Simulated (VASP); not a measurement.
# Yb (Fm-3m) in VASP: a series of runs, part 2 of 4

VASP 6.6.1.

## 3. Single point, PBE (volume scaled by 0.5)

File INCAR:

```
PREC     = Accurate       # precision mode
ENCUT    = 520            # plane-wave cutoff, eV
EDIFF    = 1E-6           # SCF threshold, eV
ISMEAR   = -1             # smearing method
SIGMA    = 0.08           # smearing width, eV
LREAL    = F              # projectors in reciprocal space
LASPH    = T              # aspherical terms in the spheres
NELM     = 80             # most SCF steps
ALGO     = Normal         # electronic algorithm
ISIF     = 2              # what is computed and relaxed
LWAVE    = F              # write WAVECAR
LCHARG   = F              # write CHGCAR
GGA      = PE             # functional
NBANDS   = 18             # bands
```

File KPOINTS:

```
Automatic mesh
0
Gamma
  14 14 14
```

File POSCAR:

```
Yb
1.0
    0.0000000000      2.0728166903      2.0728166903
    2.0728166903      0.0000000000      2.0728166903
    2.0728166903      2.0728166903      0.0000000000
Yb
1
Direct
    0.0000000000      0.0000000000      0.0000000000
```

Potentials or basis: VASP PAW PBE potentials, release 64 (Yb).

On the command line:

```console
cat potpaw_PBE.64/Yb/POTCAR > POTCAR
mpirun -np 1 vasp_std > vasp.out
```

OUTCAR:

```text
PREC = Accurate
   ENCUT = 520
   EDIFF = 1E-6
   ISMEAR = -1
   LREAL = F
   LASPH = T
   NELM = 80
   ISIF = 2
   GGA = PE

 ion  position               nearest neighbor table
   1  0.000  0.000  0.000-

  LATTYP: Found a face centered cubic cell.
 ALAT       =     4.1456333806

  Lattice vectors:

 A1 = (   0.0000000000,   2.0728166903,   2.0728166903)
 A2 = (   2.0728166903,   0.0000000000,   2.0728166903)
 A3 = (   2.0728166903,   2.0728166903,   0.0000000000)

Analysis of symmetry for initial positions (statically):
=====================================================================
 Subroutine PRICEL returns:
 Original cell was already a primitive cell.

 Routine SETGRP: Setting up the symmetry group for a
 face centered cubic supercell.

 Subroutine GETGRP returns: Found 48 space group operations
 (whereof 48 operations were pure point group operations)
 out of a pool of 48 trial point group operations.

The static configuration has the point symmetry O_h .

Analysis of symmetry for dynamics (positions and initial velocities):
=====================================================================
 Subroutine PRICEL returns:
 Original cell was already a primitive cell.

 Routine SETGRP: Setting up the symmetry group for a
 face centered cubic supercell.

 Subroutine GETGRP returns: Found 48 space group operations
 (whereof 48 operations were pure point group operations)
 out of a pool of 48 trial point group operations.

The dynamic configuration has the point symmetry O_h .

 Subroutine INISYM returns: Found 48 space group operations
 (whereof 48 operations are pure point group operations),
 and found     1 'primitive' translations

----------------------------------------------------------------------------------------

                                     Primitive cell

  volume of cell :      17.8120

  direct lattice vectors                    reciprocal lattice vectors
     0.000000000  2.072816690  2.072816690    -0.241217664  0.241217664  0.241217664
     2.072816690  0.000000000  2.072816690     0.241217664 -0.241217664  0.241217664
     2.072816690  2.072816690  0.000000000     0.241217664  0.241217664 -0.241217664

  length of vectors
     2.931405476  2.931405476  2.931405476     0.417801250  0.417801250  0.417801250

  position of ions in fractional coordinates (direct lattice)
     0.000000000  0.000000000  0.000000000

  ion indices of the primitive-cell ions
   primitive index   ion index
                 1           1

----------------------------------------------------------------------------------------

 KPOINTS: Automatic mesh

Automatic generation of k-mesh.
 Grid dimensions read from file:
 generate k-points for:   14   14   14

 Generating k-lattice:

  Cartesian coordinates                     Fractional coordinates (reciprocal lattice)
    -0.017229833  0.017229833  0.017229833     0.071428571  0.000000000  0.000000000
     0.017229833 -0.017229833  0.017229833     0.000000000  0.071428571  0.000000000
     0.017229833  0.017229833 -0.017229833     0.000000000  0.000000000  0.071428571

  Length of vectors
     0.029842946  0.029842946  0.029842946

  Shift w.r.t. Gamma in fractional coordinates (k-lattice)
     0.000000000  0.000000000  0.000000000

 Subroutine IBZKPT returns following result:
 ===========================================

 Found    104 irreducible k-points:

 Following reciprocal coordinates:
            Coordinates               Weight
  0.000000  0.000000  0.000000      1.000000
  0.071429  0.000000  0.000000      8.000000
  0.142857  0.000000  0.000000      8.000000
  0.214286  0.000000  0.000000      8.000000
  0.285714  0.000000  0.000000      8.000000
  0.357143  0.000000  0.000000      8.000000
[... 16 lines left out ...]
  0.214286  0.142857  0.000000     24.000000
  0.285714  0.142857  0.000000     24.000000
 [... further k-points ...]
   k-points           NKPTS =    104   k-points in BZ     NKDIM =    104   number of bands    NBANDS=     18
   number of dos      NEDOS =    301   number of ions     NIONS =      1
   total plane-waves  NPLWV =  13824
   dimension x,y,z NGX =    24 NGY =   24 NGZ =   24
   dimension x,y,z NGXF=    48 NGYF=   48 NGZF=   48
   ions per type =               1
   NGX,Y,Z   is equivalent  to a cutoff of  13.61, 13.61, 13.61 a.u.
   NGXF,Y,Z  is equivalent  to a cutoff of  27.22, 27.22, 27.22 a.u.
 SYSTEM =  unknown system
   PREC   = accura    normal or accurate (medium, high low for compatibility)
   ISTART =      0    job   : 0-new  1-cont  2-samecut
   ICHARG =      2    charge: 1-file 2-atom 10-const
   ISPIN  =      1    spin polarized calculation?
   LNONCOLLINEAR =      F non collinear calculations
   LSORBIT =      F    spin-orbit coupling
   LASPH  =      T    aspherical Exc in radial PAW
   ENCUT  =  520.0 eV  38.22 Ry    6.18 a.u.   5.45  5.45  5.45*2*pi/ulx,y,z
   NELM   =     80;   NELMIN=  2; NELMDL= -5     # of ELM steps
   EDIFF  = 0.1E-05   stopping-criterion for ELM
   LREAL  =      F    real-space projection
   EDIFFG = 0.1E-04   stopping-criterion for IOM
   NSW    =      0    number of steps for IOM
   IBRION =     -1    ionic relax: 0-MD 1-quasi-New 2-CG
   NFREE  =      0    steps in history (QN), initial steepest desc. (CG)
   ISIF   =      2    stress and relaxation
   ISYM   =      2    0-nonsym 1-usesym 2-fastsym
   POTIM  = 0.5000    time-step for ionic-motion
   TEBEG  =    0.0;   TEEND  =   0.0 temperature during run
   PSTRESS=    0.0 pullay stress
   NELECT =      24.0000    total number of electrons
   NUPDOWN=      -1.0000    fix difference up-down
   EMIN   =  10.00;   EMAX   =-10.00  energy-range for DOS
   EFERMI =   0.00;   METHOD = LEGACY
   ISMEAR =    -1;   SIGMA  =   0.08  broadening in eV -4-tet -1-fermi 0-gaus
   EFERMI_NEDOS =   21; number of points for ismear=-14 and -15
   IALGO  =     38    algorithm
   IMIX   =      4    mixing-type and parameters
     AMIX     =   0.40;   BMIX     =  1.00
     AMIX_MAG =   1.60;   BMIX_MAG =  1.00
  volume/ion in A,a.u.               =      17.81       120.20
  Fermi-wavevector in a.u.,A,eV,Ry     =   1.808177  3.416960 44.484319  3.269505
  Thomas-Fermi vector in A             =   2.867308
   LORBIT       =      0    0 simple, 1 ext, 2 COOP (PROOUT), +10 PAW based schemes
   GGA     = PE    functional components
   LHFCALC =     F    Hartree Fock is set to
   AEXX    =    0.0000 exact exchange contribution
   IVDW    =     0    specifies the selected vdW correction
   LEPSILON=     F    determine dielectric tensor
   LRPA    =     F    only Hartree local field effects (RPA)
 non-spin polarized calculation
  energy-cutoff  :      520.00
  volume of cell :       17.81
 maximum number of plane-waves:       531
 NGX is ok and might be reduce to    24
   NGX = 11   NGY = 11   NGZ = 11

 number of electron      23.9999994 magnetization

 Free energy of the ion-electron system (eV)
  ---------------------------------------------------
  ext. energy  EPLUGINS =         0.00000000
  ---------------------------------------------------
  free energy    TOTEN  =        -2.16282876 eV

  energy without entropy =       -2.13436071  energy(sigma->0) =       -2.14859473

 E-fermi :   4.2476     XC(G=0): -13.1230

 val. band max:        4.2444456328   @ k =  -0.3571   0.4286   0.0714
 cond. band min:       4.2876139518   @ k =  -0.4286   0.4286   0.1429
 fundamental gap:      0.0431683191
 Fermi energy:         4.2475515084

 k-point     1 :       0.0000    0.0000    0.0000
  band No.  band energies     occupation
      1     -47.3667      2.00000
      2     -18.3269      2.00000
      3     -18.3269      2.00000
      4     -18.3269      2.00000
      5      -1.7518      2.00000
      6       3.0635      2.00000
[... 10 lines left out ...]
     17      12.1135      0.00000
     18      17.5971      0.00000

 k-point     2 :       0.0714    0.0000    0.0000
  band No.  band energies     occupation
      1     -47.3511      2.00000
      2     -18.4865      2.00000
      3     -18.3436      2.00000
      4     -18.3436      2.00000
      5      -1.4701      2.00000
      6       3.0596      2.00000
[... 10 lines left out ...]
     17      11.9315      0.00000
     18      18.1334      0.00000
[... 442 lines left out ...]
 k-point    24 :       0.2857    0.1429    0.0000
  band No.  band energies     occupation
      1     -47.1761      2.00000
      2     -19.7600      2.00000
      3     -18.6860      2.00000
      4     -18.6641      2.00000
      5       1.3212      2.00000
      6       3.0816      2.00000
[... 10 lines left out ...]
     17      13.4695      0.00000
     18      19.9833      0.00000

 [... further k-points ...]
[... 5 lines left out ...]
  --------------------------------------------------------------------------------------
  -------------------------------------------------------------------------------------
  Total        4.8768554      4.8768554      4.8768554     -0.0000000     -0.0000000     -0.0000000
  in kB      438.6698382    438.6698382    438.6698382     -0.0000000     -0.0000000     -0.0000000
  external PRESSURE =     438.6698382 kB  Pullay stress =       0.0000000 kB

 VOLUME and BASIS-vectors are now :
 -----------------------------------------------------------------------------
  energy-cutoff  :      520.00
  volume of cell :       17.81
      direct lattice vectors                 reciprocal lattice vectors
     0.000000000  2.072816690  2.072816690    -0.241217664  0.241217664  0.241217664
     2.072816690  0.000000000  2.072816690     0.241217664 -0.241217664  0.241217664
     2.072816690  2.072816690  0.000000000     0.241217664  0.241217664 -0.241217664

 POSITION                                       TOTAL-FORCE (eV/Angst)
 -----------------------------------------------------------------------------------
      0.00000      0.00000      0.00000         0.000000     -0.000000     -0.000000
 -----------------------------------------------------------------------------------
    total drift:                               -0.000000     -0.000000     -0.000000

  FREE ENERGIE OF THE ION-ELECTRON SYSTEM (eV)
  ---------------------------------------------------
  free  energy   TOTEN  =        -2.1628287618 eV

  energy  without entropy=       -2.1343607054  energy(sigma->0) =       -2.14859473
```

It took 41 s on 1 thread of AMD EPYC 9R45 (Zen 5), shared host; peak memory 0.15 GiB.

Results:

* Free energy: -2.1628 eV
* Pressure: 43.9 GPa
* Band gap on the k mesh: zero (band 12 reaches 4.49 eV, above the bottom of band 13 at 3.66 eV)

Caveat: spin-orbit coupling is left out, which moves the levels of the heavy elements. Spin polarisation is off, so any magnetic state and its effect on volume and gap are missing.

(Continued in part 3 of 4.)
